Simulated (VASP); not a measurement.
A run of VASP 6.6.1 is set up as follows.

File INCAR:

```
SYSTEM = KSi2Sb3
  PREC = Accurate
  ENCUT = 520
  EDIFF = 1E-6
  ISMEAR = -1
  SIGMA = 0.03
  LREAL = .False.
  LASPH = .True.
  NELM = 100
  ALGO = Normal
  ISIF = 2
  LWAVE = .False.
  LCHARG = .False.
  GGA = PS
  NBANDS = 25
```

The input KPOINTS:

```
regular mesh
0
Gamma
  4 4 4
  0 0 0
```

Contents of POSCAR:

```
KSi2Sb3
1.0
    2.6293649527     -5.7825871171      0.0000000000
    2.6293649527      5.7825871171      0.0000000000
    0.0000000000      0.0000000000      5.0810109206
K Si Sb
1 2 3
Direct
    0.0000000000      0.0000000000      0.0000000000
    0.5000000000      0.0000000000      0.5000000000
    0.0000000000      0.5000000000      0.5000000000
    0.6808774242      0.3191225758      0.0000000000
    0.3191225758      0.6808774242      0.0000000000
    0.5000000000      0.5000000000      0.5000000000
```

Potentials or basis: VASP PAW PBE potentials, release 64 (K_sv, Si, Sb).

Command:

```console
$ cat potpaw_PBE.64/K_sv/POTCAR potpaw_PBE.64/Si/POTCAR potpaw_PBE.64/Sb/POTCAR > POTCAR
$ mpirun -np 1 vasp_std > vasp.out
```

(1) What does it give for the band gap on the k mesh?

(2) What does it give for the pressure?

## Answers

(1) zero (bands 16 and 17 overlap by 2.14 eV).

(2) 0.1 GPa.

Caveat: the PAW data sets were made with another functional, which shifts forces and pressure a little; spin-orbit coupling is left out, which moves the levels of the heavy elements.
